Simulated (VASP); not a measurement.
Here is a VASP 6.6.1 calculation.

File INCAR:

```
PREC = Accurate ; ENCUT = 600
EDIFF = 1E-6 ; ISMEAR = -1
SIGMA = 0.05 ; LREAL = F
LASPH = T ; NELM = 60
ALGO = Normal ; ISIF = 3
LWAVE = F ; LCHARG = F
GGA = PS ; IBRION = 2
NSW = 60 ; EDIFFG = -0.01
PSTRESS = 100.0
```

Contents of KPOINTS:

```
Automatic mesh
0
Gamma
  11 11 11
```

File POSCAR:

```
Ti
1.0
   -1.6410000000      1.6410000000      1.6410000000
    1.6410000000     -1.6410000000      1.6410000000
    1.6410000000      1.6410000000     -1.6410000000
Ti
1
Direct
    0.0000000000      0.0000000000      0.0000000000
```

Potentials or basis: VASP PAW PBE potentials, release 64 (Ti_sv).

The run is started by

```console
$ cat potpaw_PBE.64/Ti_sv/POTCAR > POTCAR
$ mpirun -np 1 vasp_std > vasp.out
```

What does it give for the relaxed cell?

a = 2.706 Å, b = 2.706 Å, c = 2.706 Å, α = 109.47°, β = 109.47°, γ = 109.47°.

What does it give for the band gap on the k mesh?

Zero (band 6 reaches 10.49 eV, above the bottom of band 7 at 8.65 eV).

Estimate the relaxed volume.

15.25 Å³/atom.

Estimate the space group after relaxing (to 0.05 Å).

Im-3m (No. 229).

The path:
| step | energy change (eV) | largest force (eV/Å) | pressure (GPa) | volume (Å³) |
| --- | --- | --- | --- | --- |
| 1 | 0.0000 | 0.0000 | -6.91 | 17.68 |
| 2 | 0.2583 | 0.0000 | 33.22 | 13.32 |
| 3 | 0.0062 | 0.0000 | 9.60 | 15.29 |
| 4 | 0.0090 | 0.0000 | 9.98 | 15.25 |

Caveat: the cell is relaxed towards a set pressure, so the enthalpy falls and the energy may rise; the PAW data sets were made with another functional, which shifts forces and pressure a little.
